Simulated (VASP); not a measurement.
Wanted: the native input for a VASP 6.6.1 run.

| Item | Value |
| --- | --- |
| Task | single point |
| Functional | LDA |
| Potentials or basis | VASP PAW LDA potentials, release 64 (Ti_sv, C) |
| Cutoff | 520 eV |
| k mesh | 9 × 9 × 1 |
| Occupations | gaussian, width 0.1 eV |
| Spin | no spin polarisation |
| Dipole correction | yes |
| Further INCAR settings | ALGO = Normal; EDIFF = 1e-06; NBANDS = 41 |

The structure of Ti5C lies in POSCAR:

```
Ti5C
1.0
    2.8641158414      0.0000000000      0.0000000000
   -1.4320579207      2.4803970780      0.0000000000
    0.0000000000      0.0000000000     24.4912544910
Ti C
5 1
Direct
    0.6666666667      0.3333333333      0.1633236060
    0.3333333333      0.6666666667      0.2559153301
    0.6666666667      0.3333333333      0.3495150200
    0.3333333333      0.6666666667      0.4443907180
    0.6666666667      0.3333333333      0.5304446326
    0.6666666667      0.3333333333      0.6097859945
```

These files were run (other wordings do the same):

INCAR

```
SYSTEM = Ti5C
PREC = Accurate
ENCUT = 520
EDIFF = 1E-6
ISMEAR = 0
SIGMA = 0.1
LREAL = .FALSE.
LASPH = .TRUE.
NELM = 60
ALGO = Normal
ISIF = 2
LWAVE = .FALSE.
LCHARG = .FALSE.
LDIPOL = .TRUE.
IDIPOL = 3
DIPOL = 0.5 0.5 0.392
GGA = CA
NBANDS = 41
```

KPOINTS

```
regular mesh
0
G
  9 9 1
  0 0 0
```

Potentials or basis: VASP PAW LDA potentials, release 64 (Ti_sv, C).

Command:

```sh
$ cat potpaw_LDA.64/Ti_sv/POTCAR potpaw_LDA.64/C/POTCAR > POTCAR
$ mpirun -np 1 vasp_std > vasp.out
```

Results of the run:

```json
{
 "Largest force": "0.903 eV/Å",
 "Band gap on the k mesh": "zero (band 32 reaches 2.11 eV, above the bottom of band 33 at 1.22 eV)"
}
```

Wall time 3.1 min on 1 thread of AMD EPYC 9R45 96-Core Processor (Zen 5), on a shared host, peak memory 0.25 GiB.
